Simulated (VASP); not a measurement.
O, 2 atoms in the cell. It takes space group R-3m (No. 166, trigonal). The conventional cell has a = 3.350 Å, b = 3.350 Å, c = 11.196 Å, α = 90.00°, β = 90.00°, γ = 120.00°. Within 1.6 Å of O (site symmetry 3m) lie 1 O at 1.22 Å. 

```yaml
Program: VASP 6.6.1
Task: relaxation of cell and atoms
Functional: PBEsol
Potentials_or_basis: VASP PAW PBE potentials, release 64 (O)
Cutoff: 600 eV
k_mesh: 9 × 9 × 9
Occupations: fermi-dirac, width 0.05 eV
Spin: no spin polarisation
Target_pressure: 10 GPa
Dipole_correction: no
Further_INCAR_settings: ALGO = Normal; EDIFF = 1e-07; IBRION = 2; EDIFFG = -0.01; NSW = 60; ISIF = 3
```

Potentials or basis: VASP PAW PBE potentials, release 64 (O).

Command:

```console
$ cat potpaw_PBE.64/O/POTCAR > POTCAR
$ mpirun -np 1 vasp_std > vasp.out
```

Hardware: 1 thread of Intel Xeon 8259CL, with other jobs on the host.

**Question.** How long does it take, and how much memory?

**Answer.** Wall time 32 min on 1 thread of Intel Xeon 8259CL, with other jobs on the host, peak memory 0.23 GiB. Counts: scf iterations 335, k points 85, ion steps 49.
